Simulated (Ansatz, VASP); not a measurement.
# One calculation of Ir, two programs

Contents of POSCAR:

```
Ir
1.0
    0.0000000000      1.9269646676      1.9269646676
    1.9269646676      0.0000000000      1.9269646676
    1.9269646676      1.9269646676      0.0000000000
Ir
1
Direct
    0.0000000000      0.0000000000      0.0000000000
```

File INCAR.step1:

```
PREC = Accurate
ENCUT = 600
ISMEAR = 0
SIGMA = 0.1
LREAL = False
LASPH = True
NELM = 100
GGA = PE
ALGO = Normal
EDIFF = 1E-4
LWAVE = True
LCHARG = False
```

File INCAR.step2:

```
PREC = Accurate
ENCUT = 600
EDIFF = 1E-6
ISMEAR = 0
SIGMA = 0.1
LREAL = False
LASPH = True
NELM = 100
ALGO = Normal
ISIF = 3
LWAVE = False
LCHARG = False
METAGGA = R2SCAN
LMIXTAU = True
IBRION = 2
NSW = 100
EDIFFG = -0.01
ISTART = 1
```

File KPOINTS:

```
regular mesh
0
Gamma
  18 18 18
```

Input for Ansatz:

```yaml
crystal:
  lattice:
    - [0.0, 1.9269646676, 1.9269646676]
    - [1.9269646676, 0.0, 1.9269646676]
    - [1.9269646676, 1.9269646676, 0.0]
  atoms:
    - { symbol: Ir, position: [0.0, 0.0, 0.0] }
basis:
  ecutwfc: 500
kpoints:
  mp_grid: { grid: [18, 18, 18] }
hamiltonian:
  xc: r2scan
scf:
  occupations: { method: gaussian, width: 0.1 }
output:
  forces: true
  stress: true
  eigenvalues: true
relax:
  adjacent_minimum: "off"
  f_tol: 0.01
  max_steps: 80
  cell: { stress_tol: 0.05 }
```

Alike in both runs: task relaxation of cell and atoms; functional r2SCAN; k mesh 18 × 18 × 18; occupations gaussian, width 0.1 eV; no spin polarisation.

```csv
,VASP,Ansatz
version,VASP 6.6.1,Ansatz 0.2.0
potentials or method,"VASP PAW PBE potentials, release 64 (Ir), cutoff 600 eV","scalar-relativistic, plane waves, PAW"
valence electrons in the cell,9,17
```

```tsv
	VASP	Ansatz	Ansatz less VASP
gap on the k mesh at the Fermi level, each at its own relaxed structure (eV)	none	none	-
relaxed volume (Å³/atom)	14.29	14.20	-0.093
relaxed cell length with the largest relative difference (Å)	2.724	2.718	-0.0059
```

VASP's potentials were made for PBE, not for r2SCAN. A gap of «none» marks a metal or a gap that the smearing closes. VASP's potentials hold 9 valence electrons a cell and Ansatz's 17, so a difference there can come from the potentials and not from the codes.

Spin-orbit coupling is off throughout.
